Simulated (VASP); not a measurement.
# ZnS (F-43m) in VASP: a series of runs, part 2 of 2

VASP 6.6.1.

## Step 4: Single point, PBEsol

INCAR reads:

```
SYSTEM = ZnS
PREC = Accurate
ENCUT = 520
EDIFF = 1E-6
ISMEAR = -1
SIGMA = 0.05
LREAL = .False.
LASPH = .True.
NELM = 100
ALGO = Normal
ISIF = 2
LWAVE = .False.
LCHARG = .False.
GGA = PS
NBANDS = 16
```

KPOINTS reads:

```
regular mesh
0
Gamma
  8 8 8
  0 0 0
```

POSCAR reads:

```
ZnS
1.0
    0.0000000000      2.6781340000      2.6781340000
    2.6781340000      0.0000000000      2.6781340000
    2.6781340000      2.6781340000      0.0000000000
Zn S
1 1
Direct
    0.0000000000      0.0000000000      0.0000000000
    0.2500000000      0.2500000000      0.2500000000
```

The run is started by

```console
$ cat potpaw_PBE.64/Zn/POTCAR potpaw_PBE.64/S/POTCAR > POTCAR
$ mpirun -np 1 vasp_std > vasp.out
```

Wall time 26 s (1 thread of Intel Xeon 8259CL, shared host); peak memory 0.16 GiB.

The run converged. Its results:

```
Free energy            : -7.5886 eV
Pressure               : 0.2 GPa
Band gap on the k mesh : 2.09 eV
```

Levels at points of the mesh, in eV from the valence-band top:
```
           k point  band 7  band 8  band 9  band 10  band 11  band 12
(0.00, 0.00, 0.00)    0.00    0.00    0.00     2.09     6.29     6.29
(0.50, 0.00, 0.00)   -5.54   -0.92   -0.92     3.25     6.82     6.82
(0.50, 0.50, 0.00)   -4.71   -2.35   -2.35     3.18     3.96    11.02
```

Caveat: the PAW data sets were made with another functional, which shifts forces and pressure a little.

## Step 5: Single point, r2SCAN

POSCAR is that of step 4.

INCAR.step1 reads:

```
PREC = Accurate
ENCUT = 520
ISMEAR = -1
SIGMA = 0.05
LREAL = F
LASPH = T
NELM = 80
NBANDS = 16
GGA = PE
ALGO = Normal
EDIFF = 1E-4
LWAVE = T
LCHARG = F
```

INCAR.step2 reads:

```
PREC = Accurate
ENCUT = 520
EDIFF = 1E-7
ISMEAR = -1
SIGMA = 0.05
LREAL = F
LASPH = T
NELM = 80
ALGO = Normal
ISIF = 2
LWAVE = F
LCHARG = F
METAGGA = R2SCAN
LMIXTAU = T
NBANDS = 16
ISTART = 1
```

KPOINTS reads:

```
Automatic mesh
0
Gamma
  8 8 8
```

Potentials or basis: VASP PAW PBE potentials, release 64 (Zn, S).

The run is started by

```console
$ cat potpaw_PBE.64/Zn/POTCAR potpaw_PBE.64/S/POTCAR > POTCAR
$ cp INCAR.step1 INCAR
$ mpirun -np 1 vasp_std > vasp.out
$ cp INCAR.step2 INCAR
$ mpirun -np 1 vasp_std > vasp.out
```

OUTCAR:

```text
PREC = Accurate
   ENCUT = 520
   EDIFF = 1E-7
   ISMEAR = -1
   LREAL = F
   LASPH = T
   NELM = 80
   ISIF = 2
   METAGGA = R2SCAN
   ISTART = 1

 ion  position               nearest neighbor table
   1  0.000  0.000  0.000-   2 2.32   2 2.32   2 2.32   2 2.32
   2  0.250  0.250  0.250-   1 2.32   1 2.32   1 2.32   1 2.32

  LATTYP: Found a face centered cubic cell.
 ALAT       =     5.3562680000

  Lattice vectors:

 A1 = (   0.0000000000,   2.6781340000,   2.6781340000)
 A2 = (   2.6781340000,   0.0000000000,   2.6781340000)
 A3 = (   2.6781340000,   2.6781340000,   0.0000000000)

Analysis of symmetry for initial positions (statically):
=====================================================================
 Subroutine PRICEL returns:
 Original cell was already a primitive cell.

 Routine SETGRP: Setting up the symmetry group for a
 face centered cubic supercell.

 Subroutine GETGRP returns: Found 24 space group operations
 (whereof 24 operations were pure point group operations)
 out of a pool of 48 trial point group operations.

The static configuration has the point symmetry T_d .

Analysis of symmetry for dynamics (positions and initial velocities):
=====================================================================
 Subroutine PRICEL returns:
 Original cell was already a primitive cell.

 Routine SETGRP: Setting up the symmetry group for a
 face centered cubic supercell.

 Subroutine GETGRP returns: Found 24 space group operations
 (whereof 24 operations were pure point group operations)
 out of a pool of 48 trial point group operations.

The dynamic configuration has the point symmetry T_d .

 Subroutine INISYM returns: Found 24 space group operations
 (whereof 24 operations are pure point group operations),
 and found     1 'primitive' translations

----------------------------------------------------------------------------------------

                                     Primitive cell

  volume of cell :      38.4173

  direct lattice vectors                    reciprocal lattice vectors
     0.000000000  2.678134000  2.678134000    -0.186697156  0.186697156  0.186697156
     2.678134000  0.000000000  2.678134000     0.186697156 -0.186697156  0.186697156
     2.678134000  2.678134000  0.000000000     0.186697156  0.186697156 -0.186697156

  length of vectors
     3.787453425  3.787453425  3.787453425     0.323368959  0.323368959  0.323368959

  position of ions in fractional coordinates (direct lattice)
     0.000000000  0.000000000  0.000000000
     0.250000000  0.250000000  0.250000000

  ion indices of the primitive-cell ions
   primitive index   ion index
                 1           1
                 2           2

----------------------------------------------------------------------------------------

 KPOINTS: Automatic mesh

Automatic generation of k-mesh.
 Grid dimensions read from file:
 generate k-points for:    8    8    8

 Generating k-lattice:

  Cartesian coordinates                     Fractional coordinates (reciprocal lattice)
    -0.023337144  0.023337144  0.023337144     0.125000000  0.000000000  0.000000000
     0.023337144 -0.023337144  0.023337144     0.000000000  0.125000000  0.000000000
     0.023337144  0.023337144 -0.023337144     0.000000000  0.000000000  0.125000000

  Length of vectors
     0.040421120  0.040421120  0.040421120

  Shift w.r.t. Gamma in fractional coordinates (k-lattice)
     0.000000000  0.000000000  0.000000000

 Subroutine IBZKPT returns following result:
 ===========================================

 Found     29 irreducible k-points:

 Following reciprocal coordinates:
            Coordinates               Weight
  0.000000  0.000000  0.000000      1.000000
  0.125000  0.000000  0.000000      8.000000
  0.250000  0.000000  0.000000      8.000000
  0.375000  0.000000  0.000000      8.000000
  0.500000  0.000000  0.000000      4.000000
  0.125000  0.125000  0.000000      6.000000
[... 16 lines left out ...]
  0.500000  0.250000  0.125000     48.000000
 -0.375000  0.250000  0.125000     24.000000
 [... further k-points ...]
   k-points           NKPTS =     29   k-points in BZ     NKDIM =     29   number of bands    NBANDS=     16
   number of dos      NEDOS =    301   number of ions     NIONS =      2
   total plane-waves  NPLWV =  21952
   dimension x,y,z NGX =    28 NGY =   28 NGZ =   28
   dimension x,y,z NGXF=    56 NGYF=   56 NGZF=   56
   ions per type =               1   1
   NGX,Y,Z   is equivalent  to a cutoff of  12.29, 12.29, 12.29 a.u.
   NGXF,Y,Z  is equivalent  to a cutoff of  24.58, 24.58, 24.58 a.u.
 SYSTEM =  unknown system
   PREC   = accura    normal or accurate (medium, high low for compatibility)
   ISTART =      1    job   : 0-new  1-cont  2-samecut
   ICHARG =      0    charge: 1-file 2-atom 10-const
   ISPIN  =      1    spin polarized calculation?
   LNONCOLLINEAR =      F non collinear calculations
   LSORBIT =      F    spin-orbit coupling
   LASPH  =      T    aspherical Exc in radial PAW
   ENCUT  =  520.0 eV  38.22 Ry    6.18 a.u.   7.04  7.04  7.04*2*pi/ulx,y,z
   NELM   =     80;   NELMIN=  2; NELMDL=  0     # of ELM steps
   EDIFF  = 0.1E-06   stopping-criterion for ELM
   LREAL  =      F    real-space projection
   EDIFFG = 0.1E-05   stopping-criterion for IOM
   NSW    =      0    number of steps for IOM
   IBRION =     -1    ionic relax: 0-MD 1-quasi-New 2-CG
   NFREE  =      0    steps in history (QN), initial steepest desc. (CG)
   ISIF   =      2    stress and relaxation
   ISYM   =      2    0-nonsym 1-usesym 2-fastsym
   POTIM  = 0.5000    time-step for ionic-motion
   TEBEG  =    0.0;   TEEND  =   0.0 temperature during run
   PSTRESS=    0.0 pullay stress
   NELECT =      18.0000    total number of electrons
   NUPDOWN=      -1.0000    fix difference up-down
   EMIN   =  10.00;   EMAX   =-10.00  energy-range for DOS
   EFERMI =   0.00;   METHOD = LEGACY
   ISMEAR =    -1;   SIGMA  =   0.05  broadening in eV -4-tet -1-fermi 0-gaus
   EFERMI_NEDOS =   21; number of points for ismear=-14 and -15
   IALGO  =     38    algorithm
   IMIX   =      4    mixing-type and parameters
     AMIX     =   0.40;   BMIX     =  1.00
     AMIX_MAG =   1.60;   BMIX_MAG =  1.00
  volume/ion in A,a.u.               =      19.21       129.63
  Fermi-wavevector in a.u.,A,eV,Ry     =   1.271520  2.402825 21.997415  1.616764
  Thomas-Fermi vector in A             =   2.404449
   LORBIT       =      0    0 simple, 1 ext, 2 COOP (PROOUT), +10 PAW based schemes
   METAGGA = R2SCAN    functional components
   LHFCALC =     F    Hartree Fock is set to
   AEXX    =    0.0000 exact exchange contribution
   IVDW    =     0    specifies the selected vdW correction
   LEPSILON=     F    determine dielectric tensor
   LRPA    =     F    only Hartree local field effects (RPA)
 non-spin polarized calculation
  energy-cutoff  :      520.00
  volume of cell :       38.42
 maximum number of plane-waves:      1056
   NGX = 15   NGY = 15   NGZ = 15

 number of electron      18.0000016 magnetization

 Free energy of the ion-electron system (eV)
  ---------------------------------------------------
  ext. energy  EPLUGINS =         0.00000000
  ---------------------------------------------------
  free energy    TOTEN  =       -18.86304688 eV

  energy without entropy =      -18.86304688  energy(sigma->0) =      -18.86304688

 E-fermi :   3.1337     XC(G=0): -10.4196

 val. band max:        2.0851556750   @ k =   0.0000   0.0000   0.0000
 cond. band min:       4.8851553266   @ k =   0.0000   0.0000   0.0000
 fundamental gap:      2.7999996516
 Fermi energy:         3.1337351126

 k-point     1 :       0.0000    0.0000    0.0000
  band No.  band energies     occupation
      1     -11.7859      2.00000
      2      -4.5248      2.00000
      3      -4.5248      2.00000
      4      -4.5248      2.00000
      5      -3.9442      2.00000
      6      -3.9442      2.00000
[... 8 lines left out ...]
     15      14.4186      0.00000
     16      14.7901      0.00000
[... 419 lines left out ...]
 k-point    24 :      -0.3750    0.2500    0.1250
  band No.  band energies     occupation
      1     -10.6255      2.00000
      2      -4.3797      2.00000
      3      -4.3157      2.00000
      4      -4.0118      2.00000
      5      -3.9329      2.00000
      6      -3.6655      2.00000
[... 8 lines left out ...]
     15      16.3376      0.00000
     16      17.2299      0.00000

 [... further k-points ...]

------------------------ aborting loop because EDIFF is reached ----------------------------------------

  FORCE on cell =-STRESS in cart. coord.  units (eV):
  Direction    XX          YY          ZZ          XY          YZ          ZX
  --------------------------------------------------------------------------------------
  -------------------------------------------------------------------------------------
  Total        0.3622961      0.3622961      0.3622961      0.0000000      0.0000000      0.0000000
  in kB       15.1094034     15.1094034     15.1094034      0.0000000      0.0000000      0.0000000
  external PRESSURE =      15.1094034 kB  Pullay stress =       0.0000000 kB

 VOLUME and BASIS-vectors are now :
 -----------------------------------------------------------------------------
  energy-cutoff  :      520.00
  volume of cell :       38.42
      direct lattice vectors                 reciprocal lattice vectors
     0.000000000  2.678134000  2.678134000    -0.186697156  0.186697156  0.186697156
     2.678134000  0.000000000  2.678134000     0.186697156 -0.186697156  0.186697156
     2.678134000  2.678134000  0.000000000     0.186697156  0.186697156 -0.186697156

 POSITION                                       TOTAL-FORCE (eV/Angst)
 -----------------------------------------------------------------------------------
      0.00000      0.00000      0.00000         0.000000      0.000000      0.000000
      1.33907      1.33907      1.33907        -0.000000     -0.000000     -0.000000
 -----------------------------------------------------------------------------------
    total drift:                                0.000011      0.000011      0.000011

  FREE ENERGIE OF THE ION-ELECTRON SYSTEM (eV)
  ---------------------------------------------------
  free  energy   TOTEN  =       -18.8630468766 eV

  energy  without entropy=      -18.8630468765  energy(sigma->0) =      -18.86304688
```

Run time: 2.5 min. Hardware: 1 thread of Intel Xeon 8259CL, shared host; peak memory 0.17 GiB.

Results:

- Free energy: -18.8630 eV
- Pressure: 1.5 GPa
- Band gap on the k mesh: 2.80 eV

Levels at points of the mesh, in eV from the valence-band top:
```csv
k point,band 7,band 8,band 9,band 10,band 11,band 12
"(0.00, 0.00, 0.00)",0.00,0.00,0.00,2.80,6.88,6.88
"(0.50, 0.00, 0.00)",-5.58,-0.93,-0.93,3.87,7.38,7.38
"(0.50, 0.50, 0.00)",-4.72,-2.38,-2.38,3.67,4.48,11.97
```

Caveat: the PAW data sets were made with another functional, which shifts forces and pressure a little.

## Step 6: Summary

```tsv
level	potentials or basis	cutoff (eV)	gap on the mesh (eV)	pressure (GPa)
LDA	VASP PAW LDA potentials, release 64 (Zn, S)	500	2.01	-2.5
PBE	VASP PAW PBE potentials, release 64 (Zn, S)	500	2.23	3.9
PBEsol	VASP PAW PBE potentials, release 64 (Zn, S)	520	2.09	0.2
r2SCAN	VASP PAW PBE potentials, release 64 (Zn, S)	520	2.80	1.5
```

Alike in all rows: task single point; no spin polarisation; cell as given; k mesh 8 × 8 × 8; smearing fermi-dirac 0.05 eV.

Caveats: the PAW data sets were made with another functional, which shifts forces and pressure a little (at least some runs); the cell stands under pressure (at least some runs).

Total energies depend on the potentials used, so only differences within one code and one set of settings carry meaning.
